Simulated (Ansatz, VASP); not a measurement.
Two plane-wave programs on AlAs

```
Al As
1.0
     0.00000    2.86368    2.86368
     2.86368    0.00000    2.86368
     2.86368    2.86368    0.00000
Al As
1 1
Direct
  0.00000 0.00000 0.00000
  0.75000 0.75000 0.75000
```

Alike in both runs: functional PBE; k mesh 8 × 8 × 8; occupations gaussian, width 0.02 eV; no spin polarisation.

Ansatz relaxed the structure, and its values are those at the end. VASP's run is a single point on that final structure, the one shown.

|  | VASP | Ansatz |
| --- | --- | --- |
| version | VASP 6.6.1 | Ansatz 0.2.0 |
| potentials or method | VASP PAW PBE potentials, release 64 (Al, As), cutoff 520 eV | scalar-relativistic, plane waves, PAW |
| valence electrons in the cell | 8 | 18 |

VASP gave:

| Property | Result |
| --- | --- |
| gap on the k mesh at the Fermi level (eV) | 1.49 |
| least direct gap on the mesh (eV) | 1.78 |
| pressure (GPa) | 0.2 |

Question: Estimate Ansatz's values.

Answer: gap on the k mesh at the Fermi level (eV): 1.50; least direct gap on the mesh (eV): 1.78; pressure (GPa): 0.0.

VASP's potentials hold 8 valence electrons a cell and Ansatz's 18, so a difference there can come from the potentials and not from the codes.
